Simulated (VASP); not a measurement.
# SiC (m.b) (F-43m) in VASP: single point with PBE

Aim: the single point of SiC (m.b) with PBE.

Everything below comes from runs of VASP 6.6.1. Logs are shortened: lines on timing, memory, paths and dates and some standing lists are left out, and cuts for length are marked.

## (1) The cell of the first run

The structure is cubic, space group F-43m (No. 216). The conventional cell has a = 4.380 Å, b = 4.380 Å, c = 4.380 Å, α = 90.00°, β = 90.00°, γ = 90.00°. Within 2.5 Å of Si (site symmetry -43m) lie 4 C at 1.90 Å. C (site symmetry -43m) has 4 Si at 1.90 Å within 2.5 Å.

## (2) Single point, PBE

INCAR reads:

```
SYSTEM = SiC
PREC = Accurate
ENCUT = 600
EDIFF = 1E-6
ISMEAR = 0
SIGMA = 0.02
LREAL = .FALSE.
LASPH = .TRUE.
NELM = 120
ALGO = Normal
ISIF = 2
LWAVE = .FALSE.
LCHARG = .FALSE.
GGA = PE
NBANDS = 11
GGA_COMPAT = .FALSE.
```

KPOINTS reads:

```
Automatic mesh
0
G
  10 10 10
  0 0 0
```

POSCAR reads:

```
SiC
1.0
    0.0000000000      2.1898586781      2.1898586781
    2.1898586781      0.0000000000      2.1898586781
    2.1898586781      2.1898586781      0.0000000000
Si C
1 1
Direct
    0.0000000000      0.0000000000      0.0000000000
    0.2500000000      0.2500000000      0.2500000000
```

Potentials or basis: VASP PAW PBE potentials, release 64 (Si, C).

On the command line:

```bash
cat potpaw_PBE.64/Si/POTCAR potpaw_PBE.64/C/POTCAR > POTCAR
mpirun -np 1 vasp_std > vasp.out
```

OUTCAR:

```text
SYSTEM = SiC
   PREC = Accurate
   ENCUT = 600
   EDIFF = 1E-6
   ISMEAR = 0
   LREAL = .FALSE.
   LASPH = .TRUE.
   NELM = 120
   ISIF = 2
   GGA = PE

 ion  position               nearest neighbor table
   1  0.000  0.000  0.000-   2 1.90   2 1.90   2 1.90   2 1.90
   2  0.250  0.250  0.250-   1 1.90   1 1.90   1 1.90   1 1.90

  LATTYP: Found a face centered cubic cell.
 ALAT       =     4.3797173562

  Lattice vectors:

 A1 = (   0.0000000000,   2.1898586781,   2.1898586781)
 A2 = (   2.1898586781,   0.0000000000,   2.1898586781)
 A3 = (   2.1898586781,   2.1898586781,   0.0000000000)

Analysis of symmetry for initial positions (statically):
=====================================================================
 Subroutine PRICEL returns:
 Original cell was already a primitive cell.

 Routine SETGRP: Setting up the symmetry group for a
 face centered cubic supercell.

 Subroutine GETGRP returns: Found 24 space group operations
 (whereof 24 operations were pure point group operations)
 out of a pool of 48 trial point group operations.

The static configuration has the point symmetry T_d .

Analysis of symmetry for dynamics (positions and initial velocities):
=====================================================================
 Subroutine PRICEL returns:
 Original cell was already a primitive cell.

 Routine SETGRP: Setting up the symmetry group for a
 face centered cubic supercell.

 Subroutine GETGRP returns: Found 24 space group operations
 (whereof 24 operations were pure point group operations)
 out of a pool of 48 trial point group operations.

The dynamic configuration has the point symmetry T_d .

 Subroutine INISYM returns: Found 24 space group operations
 (whereof 24 operations are pure point group operations),
 and found     1 'primitive' translations

----------------------------------------------------------------------------------------

                                     Primitive cell

  volume of cell :      21.0029

  direct lattice vectors                    reciprocal lattice vectors
     0.000000000  2.189858678  2.189858678    -0.228325236  0.228325236  0.228325236
     2.189858678  0.000000000  2.189858678     0.228325236 -0.228325236  0.228325236
     2.189858678  2.189858678  0.000000000     0.228325236  0.228325236 -0.228325236

  length of vectors
     3.096927842  3.096927842  3.096927842     0.395470910  0.395470910  0.395470910

  position of ions in fractional coordinates (direct lattice)
     0.000000000  0.000000000  0.000000000
     0.250000000  0.250000000  0.250000000

  ion indices of the primitive-cell ions
   primitive index   ion index
                 1           1
                 2           2

----------------------------------------------------------------------------------------

 KPOINTS: Automatic mesh

Automatic generation of k-mesh.
 Grid dimensions read from file:
 generate k-points for:   10   10   10

 Generating k-lattice:

  Cartesian coordinates                     Fractional coordinates (reciprocal lattice)
    -0.022832524  0.022832524  0.022832524     0.100000000  0.000000000  0.000000000
     0.022832524 -0.022832524  0.022832524     0.000000000  0.100000000  0.000000000
     0.022832524  0.022832524 -0.022832524     0.000000000  0.000000000  0.100000000

  Length of vectors
     0.039547091  0.039547091  0.039547091

  Shift w.r.t. Gamma in fractional coordinates (k-lattice)
     0.000000000  0.000000000  0.000000000

 Subroutine IBZKPT returns following result:
 ===========================================

 Found     47 irreducible k-points:

 Following reciprocal coordinates:
            Coordinates               Weight
  0.000000  0.000000  0.000000      1.000000
  0.100000  0.000000  0.000000      8.000000
  0.200000  0.000000  0.000000      8.000000
  0.300000  0.000000  0.000000      8.000000
  0.400000  0.000000  0.000000      8.000000
  0.500000  0.000000  0.000000      4.000000
[... 16 lines left out ...]
  0.300000  0.300000  0.000000      6.000000
  0.400000  0.300000  0.000000     24.000000
 [... further k-points ...]
   k-points           NKPTS =     47   k-points in BZ     NKDIM =     47   number of bands    NBANDS=     11
   number of dos      NEDOS =    301   number of ions     NIONS =      2
   total plane-waves  NPLWV =  21952
   dimension x,y,z NGX =    28 NGY =   28 NGZ =   28
   dimension x,y,z NGXF=    56 NGYF=   56 NGZF=   56
   ions per type =               1   1
   NGX,Y,Z   is equivalent  to a cutoff of  15.03, 15.03, 15.03 a.u.
   NGXF,Y,Z  is equivalent  to a cutoff of  30.06, 30.06, 30.06 a.u.
 SYSTEM =  SiC
   PREC   = accura    normal or accurate (medium, high low for compatibility)
   ISTART =      0    job   : 0-new  1-cont  2-samecut
   ICHARG =      2    charge: 1-file 2-atom 10-const
   ISPIN  =      1    spin polarized calculation?
   LNONCOLLINEAR =      F non collinear calculations
   LSORBIT =      F    spin-orbit coupling
   LASPH  =      T    aspherical Exc in radial PAW
   ENCUT  =  600.0 eV  44.10 Ry    6.64 a.u.   6.19  6.19  6.19*2*pi/ulx,y,z
   NELM   =    120;   NELMIN=  2; NELMDL= -5     # of ELM steps
   EDIFF  = 0.1E-05   stopping-criterion for ELM
   LREAL  =      F    real-space projection
   EDIFFG = 0.1E-04   stopping-criterion for IOM
   NSW    =      0    number of steps for IOM
   IBRION =     -1    ionic relax: 0-MD 1-quasi-New 2-CG
   NFREE  =      0    steps in history (QN), initial steepest desc. (CG)
   ISIF   =      2    stress and relaxation
   ISYM   =      2    0-nonsym 1-usesym 2-fastsym
   POTIM  = 0.5000    time-step for ionic-motion
   TEBEG  =    0.0;   TEEND  =   0.0 temperature during run
   PSTRESS=    0.0 pullay stress
   NELECT =       8.0000    total number of electrons
   NUPDOWN=      -1.0000    fix difference up-down
   EMIN   =  10.00;   EMAX   =-10.00  energy-range for DOS
   EFERMI =   0.00;   METHOD = LEGACY
   ISMEAR =     0;   SIGMA  =   0.02  broadening in eV -4-tet -1-fermi 0-gaus
   EFERMI_NEDOS =   21; number of points for ismear=-14 and -15
   IALGO  =     38    algorithm
   IMIX   =      4    mixing-type and parameters
     AMIX     =   0.40;   BMIX     =  1.00
     AMIX_MAG =   1.60;   BMIX_MAG =  1.00
  volume/ion in A,a.u.               =      10.50        70.87
  Fermi-wavevector in a.u.,A,eV,Ry     =   1.186712  2.242561 19.160892  1.408286
  Thomas-Fermi vector in A             =   2.322879
   LORBIT       =      0    0 simple, 1 ext, 2 COOP (PROOUT), +10 PAW based schemes
   GGA     = PE    functional components
   LHFCALC =     F    Hartree Fock is set to
   AEXX    =    0.0000 exact exchange contribution
   IVDW    =     0    specifies the selected vdW correction
   LEPSILON=     F    determine dielectric tensor
   LRPA    =     F    only Hartree local field effects (RPA)
 non-spin polarized calculation
 Gauss-broadening in eV      SIGMA  =   0.02
  energy-cutoff  :      600.00
  volume of cell :       21.00
 maximum number of plane-waves:       725
 NGX is ok and might be reduce to    28
   NGX = 13   NGY = 13   NGZ = 13

 number of electron       8.0000000 magnetization

 Free energy of the ion-electron system (eV)
  ---------------------------------------------------
  ext. energy  EPLUGINS =         0.00000000
  ---------------------------------------------------
  free energy    TOTEN  =       -15.06218825 eV

  energy without entropy =      -15.06218825  energy(sigma->0) =      -15.06218825

 E-fermi :   8.0346     XC(G=0): -11.2912

 val. band max:        7.9397602900   @ k =   0.0000   0.0000   0.0000
 cond. band min:       9.3107927186   @ k =   0.5000   0.5000   0.0000
 fundamental gap:      1.3710324285
 Fermi energy:         8.0346104251

 k-point     1 :       0.0000    0.0000    0.0000
  band No.  band energies     occupation
      1      -7.3468      2.00000
      2       7.9398      2.00000
      3       7.9398      2.00000
      4       7.9398      2.00000
      5      13.9986      0.00000
      6      15.1449      0.00000
      7      15.1449      0.00000
      8      15.1449      0.00000
      9      22.3603      0.00000
     10      22.3603      0.00000
     11      24.1904      0.00000

 k-point     2 :       0.1000    0.0000    0.0000
  band No.  band energies     occupation
      1      -7.1537      2.00000
      2       6.9332      2.00000
      3       7.8065      2.00000
      4       7.8065      2.00000
      5      14.2816      0.00000
      6      15.3860      0.00000
      7      15.3860      0.00000
      8      15.3998      0.00000
      9      21.4264      0.00000
     10      21.4264      0.00000
     11      24.0911      0.00000

 k-point     3 :       0.2000    0.0000    0.0000
  band No.  band energies     occupation
      1      -6.5833      2.00000
      2       4.8280      2.00000
      3       7.5008      2.00000
      4       7.5008      2.00000
      5      14.0118      0.00000
      6      15.7485      0.00000
      7      15.7485      0.00000
      8      16.5845      0.00000
      9      20.7663      0.00000
     10      20.7663      0.00000
     11      23.2149      0.00000

 k-point     4 :       0.3000    0.0000    0.0000
  band No.  band energies     occupation
      1      -5.6715      2.00000
      2       2.5379      2.00000
      3       7.1859      2.00000
      4       7.1859      2.00000
      5      13.6035      0.00000
      6      15.6305      0.00000
      7      15.6305      0.00000
      8      17.5762      0.00000
      9      21.5625      0.00000
     10      21.5625      0.00000
     11      22.9278      0.00000
[... 239 lines left out ...]
 k-point    22 :      -0.2000    0.2000    0.0000
  band No.  band energies     occupation
      1      -5.3654      2.00000
      2       3.1626      2.00000
      3       4.7520      2.00000
      4       7.2927      2.00000
      5      14.4258      0.00000
      6      15.8201      0.00000
      7      16.2214      0.00000
      8      16.9763      0.00000
      9      19.4076      0.00000
     10      23.2144      0.00000
     11      26.9255      0.00000

 k-point    23 :       0.3000    0.3000    0.0000
  band No.  band energies     occupation
      1      -5.1021      2.00000
      2       3.5859      2.00000
      3       5.5989      2.00000
      4       5.5989      2.00000
      5      11.0843      0.00000
      6      13.4960      0.00000
      7      19.3283      0.00000
      8      19.3283      0.00000
      9      20.1792      0.00000
     10      24.9168      0.00000
     11      29.4719      0.00000

 k-point    24 :       0.4000    0.3000    0.0000
  band No.  band energies     occupation
      1      -4.2452      2.00000
      2       2.3764      2.00000
      3       4.8186      2.00000
      4       5.3388      2.00000
      5      10.7986      0.00000
      6      13.5029      0.00000
      7      19.4023      0.00000
      8      19.7310      0.00000
      9      21.5332      0.00000
     10      25.8803      0.00000
     11      28.9673      0.00000

 [... further k-points ...]
[... 5 lines left out ...]
  --------------------------------------------------------------------------------------
  -------------------------------------------------------------------------------------
  Total       -0.0237597     -0.0237597     -0.0237597      0.0000000     -0.0000000      0.0000000
  in kB       -1.8124812     -1.8124812     -1.8124812      0.0000000     -0.0000000      0.0000000
  external PRESSURE =      -1.8124812 kB  Pullay stress =       0.0000000 kB

 VOLUME and BASIS-vectors are now :
 -----------------------------------------------------------------------------
  energy-cutoff  :      600.00
  volume of cell :       21.00
      direct lattice vectors                 reciprocal lattice vectors
     0.000000000  2.189858678  2.189858678    -0.228325236  0.228325236  0.228325236
     2.189858678  0.000000000  2.189858678     0.228325236 -0.228325236  0.228325236
     2.189858678  2.189858678  0.000000000     0.228325236  0.228325236 -0.228325236

 POSITION                                       TOTAL-FORCE (eV/Angst)
 -----------------------------------------------------------------------------------
      0.00000      0.00000      0.00000         0.000000      0.000000      0.000000
      1.09493      1.09493      1.09493        -0.000000     -0.000000     -0.000000
 -----------------------------------------------------------------------------------
    total drift:                               -0.000000     -0.000000     -0.000000

  FREE ENERGIE OF THE ION-ELECTRON SYSTEM (eV)
  ---------------------------------------------------
  free  energy   TOTEN  =       -15.0621882539 eV

  energy  without entropy=      -15.0621882539  energy(sigma->0) =      -15.06218825
```

Wall time 9.5 s (1 thread of Intel Xeon Platinum 8559C (Emerald Rapids), shared host); peak memory 0.15 GiB.

What came out:

- Free energy: -15.0622 eV
- Pressure: -0.2 GPa
- Band gap on the k mesh: 1.37 eV, indirect (least direct gap 4.53 eV)
